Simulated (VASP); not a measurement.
A run of VASP 6.6.1:

Contents of INCAR:

```
PREC = Accurate
ENCUT = 520
EDIFF = 1E-6
ISMEAR = 0
SIGMA = 0.1
LREAL = F
LASPH = T
NELM = 80
ALGO = Normal
ISIF = 2
LWAVE = F
LCHARG = F
GGA = PE
NBANDS = 30
```

Contents of KPOINTS:

```
regular mesh
0
Gamma
  4 4 4
```

POSCAR

```
NaS6
1.0
    0.0000000000      3.9881740205      3.9881740205
    3.9881740205      0.0000000000      3.9881740205
    3.9881740205      3.9881740205      0.0000000000
Na S
1 6
Direct
    0.5000000000      0.5000000000      0.5000000000
    0.5000000000      0.0000000000      0.0000000000
    0.0000000000      0.5000000000      0.5000000000
    0.0000000000      0.5000000000      0.0000000000
    0.5000000000      0.0000000000      0.5000000000
    0.0000000000      0.0000000000      0.5000000000
    0.5000000000      0.5000000000      0.0000000000
```

Potentials or basis: VASP PAW PBE potentials, release 64 (Na_pv, S).

Command:

```console
$ cat potpaw_PBE.64/Na_pv/POTCAR potpaw_PBE.64/S/POTCAR > POTCAR
$ mpirun -np 1 vasp_std > vasp.out
```

Hardware: 1 thread of AMD EPYC 9R14 (Zen 4), with other jobs on the host.

Question: Estimate the wall time of this run.

Answer: It took 20 s on 1 thread of AMD EPYC 9R14 (Zen 4) (shared host), peak memory 0.22 GiB. Counts: scf iterations 12, k points 8.
